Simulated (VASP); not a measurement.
# Mn (Im-3m) in VASP: single point with PBE

Aim: the single point of Mn with PBE.

All numbers are computed with VASP 6.6.1; they aren't measurements. Logs are shortened: lines on timing, memory, paths and dates and some standing lists are left out, and cuts for length are marked.

## Step 1: The cell of the first run

The structure is cubic, space group Im-3m (No. 229). Conventional cell: a = 2.840 Å, b = 2.840 Å, c = 2.840 Å, α = 90.00°, β = 90.00°, γ = 90.00°. Mn (site symmetry m-3m) has 14 Mn at 2.46 to 2.84 Å within 3.2 Å.

This isn't the form of Mn at room conditions, which is a 58-atom cubic cell.

## Step 2: Single point, PBE, collinear spin, antiferromagnetic start

Input file INCAR:

```
SYSTEM = Mn
PREC = Accurate ; ENCUT = 500
EDIFF = 1E-6 ; ISMEAR = -1
SIGMA = 0.05 ; LREAL = .FALSE.
LASPH = .TRUE. ; NELM = 200
ALGO = Normal ; ISIF = 2
LWAVE = .FALSE. ; LCHARG = .FALSE.
ISPIN = 2 ; MAGMOM = 3 -3
LORBIT = 11 ; LMAXMIX = 4
GGA = PE ; NBANDS = 24
GGA_COMPAT = .FALSE.
```

Input file KPOINTS:

```
regular mesh
0
G
  6 6 6
  0 0 0
```

Input file POSCAR:

```
Mn
1.0
    2.8400000000      0.0000000000      0.0000000000
    0.0000000000      2.8400000000      0.0000000000
    0.0000000000      0.0000000000      2.8400000000
Mn
2
Direct
    0.0000000000      0.0000000000      0.0000000000
    0.5000000000      0.5000000000      0.5000000000
```

Potentials or basis: VASP PAW PBE potentials, release 64 (Mn_pv).

Started as:

```
$ cat potpaw_PBE.64/Mn_pv/POTCAR > POTCAR
$ mpirun -np 1 vasp_std > vasp.out
```

OUTCAR:

```text
SYSTEM = Mn
   PREC = Accurate
   ENCUT = 500
   EDIFF = 1E-6
   ISMEAR = -1
   LREAL = .FALSE.
   LASPH = .TRUE.
   NELM = 200
   ISIF = 2
   ISPIN = 2
   LORBIT = 11
   GGA = PE

 ion  position               nearest neighbor table
   1  0.000  0.000  0.000-   2 2.46   2 2.46   2 2.46   2 2.46   2 2.46   2 2.46   2 2.46   2 2.46

   2  0.500  0.500  0.500-   1 2.46   1 2.46   1 2.46   1 2.46   1 2.46   1 2.46   1 2.46   1 2.46

  LATTYP: Found a simple cubic cell.
 ALAT       =     2.8400000000

  Lattice vectors:

 A1 = (   2.8400000000,   0.0000000000,   0.0000000000)
 A2 = (   0.0000000000,   2.8400000000,   0.0000000000)
 A3 = (   0.0000000000,   0.0000000000,   2.8400000000)

Analysis of symmetry for initial positions (statically):
=====================================================================
 Subroutine PRICEL returns following result:

  LATTYP: Found a body centered cubic cell.
 ALAT       =     2.8400000000

  Lattice vectors:

 A1 = (   1.4200000000,   1.4200000000,  -1.4200000000)
 A2 = (  -1.4200000000,   1.4200000000,   1.4200000000)
 A3 = (   1.4200000000,  -1.4200000000,   1.4200000000)

   2 primitive cells build up your supercell.

 Routine SETGRP: Setting up the symmetry group for a
 simple cubic supercell.

 Subroutine GETGRP returns: Found 48 space group operations
 (whereof 48 operations were pure point group operations)
 out of a pool of 48 trial point group operations.

The static configuration has the point symmetry O_h .

Analysis of symmetry for dynamics (positions and initial velocities):
=====================================================================
 Subroutine PRICEL returns following result:

  LATTYP: Found a body centered cubic cell.
 ALAT       =     2.8400000000

  Lattice vectors:

 A1 = (   1.4200000000,   1.4200000000,  -1.4200000000)
 A2 = (  -1.4200000000,   1.4200000000,   1.4200000000)
 A3 = (   1.4200000000,  -1.4200000000,   1.4200000000)

   2 primitive cells build up your supercell.

 Routine SETGRP: Setting up the symmetry group for a
 simple cubic supercell.

 Subroutine GETGRP returns: Found 48 space group operations
 (whereof 48 operations were pure point group operations)
 out of a pool of 48 trial point group operations.

The dynamic configuration has the point symmetry O_h .

Analysis of structural, dynamic, and magnetic symmetry:
=====================================================================
 Subroutine PRICEL returns following result:

  LATTYP: Found a body centered cubic cell.
 ALAT       =     2.8400000000

  Lattice vectors:

 A1 = (   1.4200000000,   1.4200000000,  -1.4200000000)
 A2 = (  -1.4200000000,   1.4200000000,   1.4200000000)
 A3 = (   1.4200000000,  -1.4200000000,   1.4200000000)

   2 primitive cells build up your supercell.

 Routine SETGRP: Setting up the symmetry group for a
 simple cubic supercell.

 Subroutine GETGRP returns: Found 48 space group operations
 (whereof 48 operations were pure point group operations)
 out of a pool of 48 trial point group operations.

The overall configuration has the point symmetry O_h .

 Subroutine INISYM returns: Found 48 space group operations
 (whereof 48 operations are pure point group operations),
 and found     2 'primitive' translations

----------------------------------------------------------------------------------------

                                     Primitive cell

  volume of cell :      11.4532

  direct lattice vectors                    reciprocal lattice vectors
     1.420000000  1.420000000 -1.420000000     0.352112676  0.352112676  0.000000000
    -1.420000000  1.420000000  1.420000000     0.000000000  0.352112676  0.352112676
     1.420000000 -1.420000000  1.420000000     0.352112676  0.000000000  0.352112676

  length of vectors
     2.459512147  2.459512147  2.459512147     0.497962522  0.497962522  0.497962522

  position of ions in fractional coordinates (direct lattice)
     0.000000000  0.000000000  0.000000000

  ion indices of the primitive-cell ions
   primitive index   ion index
                 1           1

----------------------------------------------------------------------------------------

 KPOINTS: regular mesh

Automatic generation of k-mesh.
 Grid dimensions read from file:
 generate k-points for:    6    6    6

 Generating k-lattice:

  Cartesian coordinates                     Fractional coordinates (reciprocal lattice)
     0.058685446  0.000000000  0.000000000     0.166666667  0.000000000  0.000000000
     0.000000000  0.058685446  0.000000000     0.000000000  0.166666667  0.000000000
     0.000000000  0.000000000  0.058685446     0.000000000  0.000000000  0.166666667

  Length of vectors
     0.058685446  0.058685446  0.058685446

  Shift w.r.t. Gamma in fractional coordinates (k-lattice)
     0.000000000  0.000000000  0.000000000

 Subroutine IBZKPT returns following result:
 ===========================================

 Found     20 irreducible k-points:

 Following reciprocal coordinates:
            Coordinates               Weight
  0.000000  0.000000  0.000000      1.000000
  0.166667  0.000000  0.000000      6.000000
  0.333333  0.000000  0.000000      6.000000
  0.500000  0.000000  0.000000      3.000000
  0.166667  0.166667  0.000000     12.000000
  0.333333  0.166667  0.000000     24.000000
[... 12 lines left out ...]
  0.500000  0.500000  0.333333      6.000000
  0.500000  0.500000  0.500000      1.000000
   k-points           NKPTS =     20   k-points in BZ     NKDIM =     20   number of bands    NBANDS=     24
   number of dos      NEDOS =    301   number of ions     NIONS =      2
   total plane-waves  NPLWV =  13824
   dimension x,y,z NGX =    24 NGY =   24 NGZ =   24
   dimension x,y,z NGXF=    48 NGYF=   48 NGZF=   48
   ions per type =               2
   NGX,Y,Z   is equivalent  to a cutoff of  14.05, 14.05, 14.05 a.u.
   NGXF,Y,Z  is equivalent  to a cutoff of  28.10, 28.10, 28.10 a.u.
 SYSTEM =  Mn
   PREC   = accura    normal or accurate (medium, high low for compatibility)
   ISTART =      0    job   : 0-new  1-cont  2-samecut
   ICHARG =      2    charge: 1-file 2-atom 10-const
   ISPIN  =      2    spin polarized calculation?
   LNONCOLLINEAR =      F non collinear calculations
   LSORBIT =      F    spin-orbit coupling
   LASPH  =      T    aspherical Exc in radial PAW
   ENCUT  =  500.0 eV  36.75 Ry    6.06 a.u.   5.18  5.18  5.18*2*pi/ulx,y,z
   NELM   =    200;   NELMIN=  2; NELMDL= -5     # of ELM steps
   EDIFF  = 0.1E-05   stopping-criterion for ELM
   LREAL  =      F    real-space projection
   EDIFFG = 0.1E-04   stopping-criterion for IOM
   NSW    =      0    number of steps for IOM
   IBRION =     -1    ionic relax: 0-MD 1-quasi-New 2-CG
   NFREE  =      0    steps in history (QN), initial steepest desc. (CG)
   ISIF   =      2    stress and relaxation
   ISYM   =      2    0-nonsym 1-usesym 2-fastsym
   POTIM  = 0.5000    time-step for ionic-motion
   TEBEG  =    0.0;   TEEND  =   0.0 temperature during run
   PSTRESS=    0.0 pullay stress
   NELECT =      26.0000    total number of electrons
   NUPDOWN=      -1.0000    fix difference up-down
   EMIN   =  10.00;   EMAX   =-10.00  energy-range for DOS
   EFERMI =   0.00;   METHOD = LEGACY
   ISMEAR =    -1;   SIGMA  =   0.05  broadening in eV -4-tet -1-fermi 0-gaus
   EFERMI_NEDOS =   21; number of points for ismear=-14 and -15
   IALGO  =     38    algorithm
   IMIX   =      4    mixing-type and parameters
     AMIX     =   0.40;   BMIX     =  1.00
     AMIX_MAG =   1.60;   BMIX_MAG =  1.00
  volume/ion in A,a.u.               =      11.45        77.29
  Fermi-wavevector in a.u.,A,eV,Ry     =   1.707711  3.227105 39.678337  2.916275
  Thomas-Fermi vector in A             =   2.786513
   LORBIT       =     11    0 simple, 1 ext, 2 COOP (PROOUT), +10 PAW based schemes
   GGA     = PE    functional components
   LHFCALC =     F    Hartree Fock is set to
   AEXX    =    0.0000 exact exchange contribution
   IVDW    =     0    specifies the selected vdW correction
   LEPSILON=     F    determine dielectric tensor
   LRPA    =     F    only Hartree local field effects (RPA)
 spin polarized calculation
  energy-cutoff  :      500.00
  volume of cell :       22.91
 maximum number of plane-waves:       624
 NGX is ok and might be reduce to    24
   NGX = 11   NGY = 11   NGZ = 11

 number of electron      26.0000020 magnetization      -0.0000000

 number of electron      26.0000020 magnetization       0.0000000

 Free energy of the ion-electron system (eV)
  ---------------------------------------------------
  ext. energy  EPLUGINS =         0.00000000
  ---------------------------------------------------
  free energy    TOTEN  =       -17.57429463 eV

  energy without entropy =      -17.52272928  energy(sigma->0) =      -17.54851195

 E-fermi :  10.1605     XC(G=0): -13.6116

 val. band max:       10.1512584457   @ k =   0.3333   0.1667   0.1667
 cond. band min:      10.1930382772   @ k =   0.3333   0.3333   0.1667
 fundamental gap:      0.0417798315
 Fermi energy:        10.1604807821

 spin component 1

 k-point     1 :       0.0000    0.0000    0.0000
  band No.  band energies     occupation
      1     -38.9054      1.00000
      2     -38.9054      1.00000
      3     -38.9054      1.00000
      4     -37.1988      1.00000
      5     -37.1988      1.00000
      6     -37.1988      1.00000
[... 16 lines left out ...]
     23      32.1205      0.00000
     24      33.1319      0.00000

 k-point     2 :       0.1667    0.0000    0.0000
  band No.  band energies     occupation
      1     -38.9247      1.00000
      2     -38.8967      1.00000
      3     -38.8967      1.00000
      4     -37.2343      1.00000
      5     -37.2041      1.00000
      6     -37.2041      1.00000
[... 16 lines left out ...]
     23      31.3423      0.00000
     24      33.1256      0.00000
[... 457 lines left out ...]
     23      23.3792      0.00000
     24      23.9955      0.00000

 k-point    20 :       0.5000    0.5000    0.5000
  band No.  band energies     occupation
      1     -38.9617      1.00000
      2     -38.9617      1.00000
      3     -38.9617      1.00000
      4     -37.3181      1.00000
      5     -37.3181      1.00000
      6     -37.3181      1.00000
[... 16 lines left out ...]
     23      21.2317      0.00000
     24      21.9768      0.00000
 Fermi energy:        10.1604807821

 spin component 2

 k-point     1 :       0.0000    0.0000    0.0000
  band No.  band energies     occupation
      1     -38.9054      1.00000
      2     -38.9054      1.00000
      3     -38.9054      1.00000
      4     -37.1988      1.00000
      5     -37.1988      1.00000
      6     -37.1988      1.00000
[... 16 lines left out ...]
     23      32.1205      0.00000
     24      33.1319      0.00000

 k-point     2 :       0.1667    0.0000    0.0000
  band No.  band energies     occupation
      1     -38.9247      1.00000
      2     -38.8967      1.00000
      3     -38.8967      1.00000
      4     -37.2343      1.00000
      5     -37.2041      1.00000
      6     -37.2041      1.00000
[... 16 lines left out ...]
     23      31.3423      0.00000
     24      33.1256      0.00000
[... 457 lines left out ...]
     23      23.3792      0.00000
     24      23.9955      0.00000

 k-point    20 :       0.5000    0.5000    0.5000
  band No.  band energies     occupation
      1     -38.9617      1.00000
      2     -38.9617      1.00000
      3     -38.9617      1.00000
      4     -37.3181      1.00000
      5     -37.3181      1.00000
      6     -37.3181      1.00000
[... 16 lines left out ...]
     23      21.2317      0.00000
     24      21.9768      0.00000

------------------------ aborting loop because EDIFF is reached ----------------------------------------

  FORCE on cell =-STRESS in cart. coord.  units (eV):
  Direction    XX          YY          ZZ          XY          YZ          ZX
  --------------------------------------------------------------------------------------
  -------------------------------------------------------------------------------------
  Total       -0.3216582     -0.3216582     -0.3216582      0.0000000      0.0000000      0.0000000
  in kB      -22.4983246    -22.4983246    -22.4983246      0.0000000      0.0000000      0.0000000
  external PRESSURE =     -22.4983246 kB  Pullay stress =       0.0000000 kB

 VOLUME and BASIS-vectors are now :
 -----------------------------------------------------------------------------
  energy-cutoff  :      500.00
  volume of cell :       22.91
      direct lattice vectors                 reciprocal lattice vectors
     2.840000000  0.000000000  0.000000000     0.352112676  0.000000000  0.000000000
     0.000000000  2.840000000  0.000000000     0.000000000  0.352112676  0.000000000
     0.000000000  0.000000000  2.840000000     0.000000000  0.000000000  0.352112676

 POSITION                                       TOTAL-FORCE (eV/Angst)
 -----------------------------------------------------------------------------------
      0.00000      0.00000      0.00000         0.000000      0.000000      0.000000
      1.42000      1.42000      1.42000        -0.000000     -0.000000     -0.000000
 -----------------------------------------------------------------------------------
    total drift:                                0.000000      0.000000     -0.000000

  FREE ENERGIE OF THE ION-ELECTRON SYSTEM (eV)
  ---------------------------------------------------
  free  energy   TOTEN  =       -17.5742946257 eV

  energy  without entropy=      -17.5227292781  energy(sigma->0) =      -17.54851195

 total charge

# of ion       s       p       d       tot
------------------------------------------
    1        0.400   6.363   5.103  11.866
    2        0.400   6.363   5.103  11.866
--------------------------------------------------
tot          0.800  12.726  10.206  23.732

 magnetization (x)

# of ion       s       p       d       tot
------------------------------------------
    1        0.016   0.020   1.535   1.571
    2       -0.016  -0.020  -1.535  -1.571
--------------------------------------------------
tot         -0.000   0.000   0.000  -0.000
```

Wall time 80 s (1 thread of Intel Xeon 8259CL, shared host); peak memory 0.12 GiB.

Results:

| Property | Result |
| --- | --- |
| Free energy | -17.5743 eV |
| Pressure | -2.2 GPa |
| Band gap on the k mesh | zero (filled and empty bands overlap) |
| Net moment | 0.00 μB per cell |
| Site moments | Mn +1.57, -1.57 μB |
| Valence electrons inside the program's atomic spheres | Mn 11.87 |

Levels at points of the mesh, in eV from the Fermi level:
Spin up:
```csv
k point,band 10,band 11,band 12,band 13,band 14,band 15,band 16,band 17
"(0.00, 0.00, 0.00)",-1.68,-1.68,-1.68,0.39,0.39,1.59,1.59,1.59
"(0.50, 0.00, 0.00)",-1.71,-1.71,-1.52,-0.84,-0.40,-0.40,0.63,0.83
"(0.50, 0.50, 0.00)",-2.96,-0.26,-0.02,0.38,0.38,0.65,1.41,1.85
"(0.50, 0.50, 0.50)",-2.37,-2.37,-2.37,-0.22,-0.22,1.47,1.47,9.12
```
Spin down:
| k point | band 10 | band 11 | band 12 | band 13 | band 14 | band 15 | band 16 | band 17 |
| --- | --- | --- | --- | --- | --- | --- | --- | --- |
| (0.00, 0.00, 0.00) | -1.68 | -1.68 | -1.68 | 0.39 | 0.39 | 1.59 | 1.59 | 1.59 |
| (0.50, 0.00, 0.00) | -1.71 | -1.71 | -1.52 | -0.84 | -0.40 | -0.40 | 0.63 | 0.83 |
| (0.50, 0.50, 0.00) | -2.96 | -0.26 | -0.02 | 0.38 | 0.38 | 0.65 | 1.41 | 1.85 |
| (0.50, 0.50, 0.50) | -2.37 | -2.37 | -2.37 | -0.22 | -0.22 | 1.47 | 1.47 | 9.12 |

Caveat: the k points lie up to 0.37 Å⁻¹ apart, too coarse for converged energies and pressures of a metal; the antiferromagnetic order is the one typed at the start, and another may lie lower.

The gap in the log of VASP goes by the Fermi energy; the results here count the filled bands.